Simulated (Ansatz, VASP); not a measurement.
## Two plane-wave programs on PtSe2

INCAR

```
ALGO = Normal
EDIFF = 1E-6
ENCUT = 520
GGA = PS
ISIF = 2
ISMEAR = 0
IVDW = 12
LASPH = True
LCHARG = True
LELF = True
LREAL = False
LVHAR = True
LWAVE = False
NBANDS = 18
NELM = 100
PREC = Accurate
SIGMA = 0.15
```

File KPOINTS:

```
k-points
0
Gamma
  12 12 8
```

The input POSCAR:

```
PtSe2
1.0
    3.7388646046      0.0000000000      0.0000000000
   -1.8694323023      3.7236444882      0.0000000000
    0.0000000000      0.0000000000      4.6296715343
Pt Se
1 2
Direct
    0.0000000000      0.0000000000      0.0000000000
    0.3333333333      0.6666666667      0.2721511594
    0.6666666667      0.3333333333      0.7278488406
```

Input for Ansatz:

```yaml
crystal:
  lattice:
    - [3.7388646046, 0.0, 0.0]
    - [-1.8694323023, 3.7236444882, 0.0]
    - [0.0, 0.0, 4.6296715343]
  atoms:
    - { symbol: Pt, position: [0.0, 0.0, 0.0] }
    - { symbol: Se, position: [0.3333333333, 0.6666666667, 0.2721511594] }
    - { symbol: Se, position: [0.6666666667, 0.3333333333, 0.7278488406] }
basis:
  ecutwfc: 420
kpoints:
  mp_grid: { grid: [12, 12, 8] }
hamiltonian:
  xc: pbesol
  pseudopotentials: { kind: paw, azcp: { folder: soft_1 } }
  dispersion: d3bj
scf:
  occupations: { method: gaussian, width: 0.15 }
output:
  forces: true
  stress: true
  eigenvalues: true
```

Change from the starting cell: normal strain along x +0.0000, normal strain along y +0.1500.

Alike in both runs: task single point; functional PBEsol; dispersion D3(BJ); k mesh 12 × 12 × 8; occupations gaussian, width 0.15 eV; no spin polarisation.

|  | VASP | Ansatz |
| --- | --- | --- |
| version | VASP 6.6.1 | Ansatz 0.2.0 |
| potentials or method | VASP PAW PBE potentials, release 64 (Pt, Se), cutoff 520 eV | scalar-relativistic, plane waves, PAW |
| valence electrons in the cell | 22 | 50 |

Ansatz gave:

* gap on the k mesh at the Fermi level (eV): none
* pressure (GPa): -14.4
* traceless stress, the component that is largest in VASP (GPa): -9.24
* rms of the force components (eV/Å): 0.434

**Question.** What did VASP give for the same quantities?

**Answer.** gap on the k mesh at the Fermi level (eV): none; pressure (GPa): -14.4; traceless stress, the component that is largest in VASP (GPa): -9.24; rms of the force components (eV/Å): 0.430.

VASP's potentials were made for PBE, not for PBEsol, and Ansatz warns of the same on its side. Atom by atom the forces differ by 0.004 eV/Å (rms over components). A gap of «none» marks a metal or a gap that the smearing closes. VASP's potentials hold 22 valence electrons a cell and Ansatz's 50, so a difference there can come from the potentials and not from the codes.

Neither program's run includes spin-orbit coupling.
